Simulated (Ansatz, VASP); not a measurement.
## One calculation of SiO2, two programs

The input INCAR:

```
PREC = Accurate
ENCUT = 600
EDIFF = 1E-6
ISMEAR = 0
SIGMA = 0.01
LREAL = F
LASPH = T
NELM = 120
ALGO = Normal
ISIF = 2
LWAVE = F
LCHARG = T
LELF = T
LVHAR = T
NBANDS = 25
GGA_COMPAT = F
```

KPOINTS

```
Automatic mesh
0
Gamma
  6 6 10
```

File POSCAR:

```
SiO2
1.0
    4.2331690000      0.0000000000      0.0000000000
    0.0000000000      4.2331690000      0.0000000000
    0.0000000000      0.0000000000      2.6934950000
Si O
2 4
Direct
    0.0000000000      0.0000000000      0.0000000000
    0.5000000000      0.5000000000      0.5000000000
    0.8068390000      0.1931610000      0.5000000000
    0.3068390000      0.3068390000      0.0000000000
    0.1931610000      0.8068390000      0.5000000000
    0.6931610000      0.6931610000      0.0000000000
```

Contents of input.yaml:

```yaml
crystal:
  lattice:
    - [4.233169, 0.0, 0.0]
    - [0.0, 4.233169, 0.0]
    - [0.0, 0.0, 2.693495]
  atoms:
    - { symbol: Si, position: [0.0, 0.0, 0.0] }
    - { symbol: Si, position: [0.5, 0.5, 0.5] }
    - { symbol: O, position: [0.806839, 0.193161, 0.5] }
    - { symbol: O, position: [0.306839, 0.306839, 0.0] }
    - { symbol: O, position: [0.193161, 0.806839, 0.5] }
    - { symbol: O, position: [0.693161, 0.693161, 0.0] }
kpoints:
  mp_grid: { grid: [6, 6, 10] }
  band_path:
    path:
      - [0.0, 0.0, 0.0]
      - [0.0, 0.5, 0.0]
      - [0.5, 0.5, 0.0]
      - [0.0, 0.0, 0.5]
      - [0.0, 0.5, 0.5]
      - [0.5, 0.5, 0.5]
    npoints: 1
hamiltonian:
  xc: lda
scf:
  occupations: { method: fixed }
  n_extra_bands: 5
output:
  forces: true
  stress: true
  eigenvalues: true
  write_density: true
  write_potential: true
  elf: true
  volumetric_format: npy
```

Alike in both runs: functional LDA; k mesh 6 × 6 × 10; no spin polarisation.

|  | VASP | Ansatz |
| --- | --- | --- |
| version | VASP 6.6.1 | Ansatz 0.2.0 |
| potentials or method | VASP PAW LDA potentials, release 64 (Si, O) | Ansatz PAW |
| plane-wave cutoff (eV) | 600 | 420 |
| occupations | gaussian, width 0.01 eV | fixed |
| valence electrons in the cell | 32 | 32 |
| task | single point | band structure |

```csv
,VASP,Ansatz,Ansatz less VASP
gap on the k mesh at the Fermi level (eV),5.02,5.01,-0.008
least direct gap on the mesh (eV),5.02,5.01,-0.008
pressure (GPa),-13.6,-14.1,-0.48
"traceless stress, the component that is largest in VASP (GPa)",-0.28,-0.86,-0.584
rms of the force components (eV/Å),0.047,0.065,+0.0185
```

LDA's correlation is that of Perdew and Zunger in VASP and of Perdew and Wang (1992) in Ansatz. Atom by atom the forces differ by 0.019 eV/Å (rms over components).
